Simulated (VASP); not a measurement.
Write the native input for VASP 6.6.1 that does the following.

* Task: single point
* Functional: PBE
* Potentials or basis: VASP PAW PBE potentials, release 64 (Pd)
* Cutoff: 520 eV
* k mesh: 11 × 11 × 15
* Occupations: fermi-dirac, width 0.1 eV
* Spin: no spin polarisation
* Dipole correction: no
* Further INCAR settings: ALGO = Normal; EDIFF = 1e-06; NBANDS = 22

The structure of Pd lies in POSCAR:

```
Pd
1.0
    4.5043060185      0.0000000000      0.0000000000
   -2.2521530093      3.9008434385      0.0000000000
    0.0000000000      0.0000000000      2.6801566923
Pd
3
Direct
    0.0000000000      0.0000000000      0.0000000000
    0.3333333333      0.6666666667      0.5000000000
    0.6666666667      0.3333333333      0.5000000000
```

This isn't the form of Pd at room conditions, which is fcc.

The input as run:

INCAR

```
ALGO = Normal ; EDIFF = 1E-6
ENCUT = 520 ; GGA = PE
ISIF = 2 ; ISMEAR = -1
LASPH = True ; LCHARG = False
LREAL = False ; LWAVE = False
NBANDS = 22 ; NELM = 80
PREC = Accurate ; SIGMA = 0.1
```

KPOINTS

```
k-points
0
Gamma
  11 11 15
```

Potentials or basis: VASP PAW PBE potentials, release 64 (Pd).

The run is started by

```bash
$ cat potpaw_PBE.64/Pd/POTCAR > POTCAR
$ mpirun -np 1 vasp_std > vasp.out
```

Results of the run:

- Pressure: -0.3 GPa
- Band gap on the k mesh: zero (bands 15 and 16 overlap by 0.83 eV)

Run time: 2.4 min on 1 thread of Intel Xeon 8259CL (shared host), peak memory 0.24 GiB.
